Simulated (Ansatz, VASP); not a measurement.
**TiO2: VASP beside Ansatz**

POSCAR

```
TiO2
1.0
    0.0000000000      2.3968272525      2.3968272525
    2.3369065712      0.0000000000      2.3968272525
    2.3369065712      2.3968272525      0.0000000000
Ti O
1 2
Direct
    0.0000000000      0.0000000000      0.0000000000
    0.2500000000      0.2500000000      0.2500000000
    0.7500000000      0.7500000000      0.7500000000
```

The input INCAR.step1:

```
PREC = Accurate ; ENCUT = 520
ISMEAR = 0 ; SIGMA = 0.01
LREAL = F ; LASPH = T
NELM = 100 ; NBANDS = 19
GGA = PE ; ALGO = Normal
EDIFF = 1E-4 ; LWAVE = T
LCHARG = F
```

Contents of INCAR.step2:

```
PREC = Accurate ; ENCUT = 520
EDIFF = 1E-6 ; ISMEAR = 0
SIGMA = 0.01 ; LREAL = F
LASPH = T ; NELM = 100
ALGO = Normal ; ISIF = 2
LWAVE = F ; LCHARG = F
METAGGA = R2SCAN ; LMIXTAU = T
NBANDS = 19 ; ISTART = 1
```

Contents of KPOINTS:

```
regular mesh
0
Gamma
  10 10 10
```

Input for Ansatz:

```yaml
crystal:
  lattice:
    - [0.0, 2.3968272525, 2.3968272525]
    - [2.3369065712, 0.0, 2.3968272525]
    - [2.3369065712, 2.3968272525, 0.0]
  atoms:
    - { symbol: Ti, position: [0.0, 0.0, 0.0] }
    - { symbol: O, position: [0.25, 0.25, 0.25] }
    - { symbol: O, position: [0.75, 0.75, 0.75] }
kpoints:
  mp_grid: { grid: [10, 10, 10] }
  band_path:
    path:
      - [0.0, 0.0, 0.0]
      - [0.5, 0.0, 0.5]
      - [0.625, 0.25, 0.625]
      - [0.375, 0.375, 0.75]
      - [0.5, 0.5, 0.5]
      - [0.5, 0.25, 0.75]
      - [0.0, 0.5, 0.5]
    npoints: 1
hamiltonian:
  xc: r2scan
scf:
  occupations: { method: fixed }
  n_extra_bands: 4
output:
  forces: true
  stress: true
  eigenvalues: true
```

Change from the starting cell: uniaxial_x strain -2.5%.

Alike in both runs: task single point; functional r2SCAN; k mesh 10 × 10 × 10; no spin polarisation.

```csv
,VASP,Ansatz
version,VASP 6.6.1,Ansatz 0.2.0
potentials or method,"VASP PAW PBE potentials, release 64 (Ti_sv, O)","plane waves, PAW"
plane-wave cutoff (eV),520,500
occupations,"gaussian, width 0.01 eV",fixed
valence electrons in the cell,24,24
```

|  | VASP | Ansatz | Ansatz less VASP |
| --- | --- | --- | --- |
| gap on the k mesh at the Fermi level (eV) | 1.29 | 1.25 | -0.038 |
| pressure (GPa) | 9.2 | 7.5 | -1.69 |
| traceless stress, the component that is largest in VASP (GPa) | 10.17 | 10.21 | +0.045 |

VASP's potentials were made for PBE, not for r2SCAN.
